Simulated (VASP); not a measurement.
Input of a VASP 6.6.1 run:

The input INCAR:

```
PREC = Accurate
ENCUT = 520
EDIFF = 1E-7
ISMEAR = -1
SIGMA = 0.1
LREAL = False
LASPH = True
NELM = 100
ALGO = Normal
ISIF = 2
LWAVE = False
LCHARG = False
GGA = CA
NBANDS = 10
```

The input KPOINTS:

```
Automatic mesh
0
Gamma
  16 16 16
```

The input POSCAR:

```
Os
1.0
    0.0000000000      1.8762125453      1.8762125453
    1.8762125453      0.0000000000      1.8762125453
    1.8762125453      1.8762125453      0.0000000000
Os
1
Direct
    0.0000000000      0.0000000000      0.0000000000
```

Potentials or basis: VASP PAW LDA potentials, release 64 (Os).

Run with:

```sh
$ cat potpaw_LDA.64/Os/POTCAR > POTCAR
$ mpirun -np 1 vasp_std > vasp.out
```

(1) What does it give for the band gap on the k mesh?

(2) What does it give for the pressure?

Answers

(1) zero (band 4 reaches 12.85 eV, above the bottom of band 5 at 8.34 eV).

(2) 21.1 GPa.

Caveat: spin-orbit coupling is left out, which moves the levels of the heavy elements.
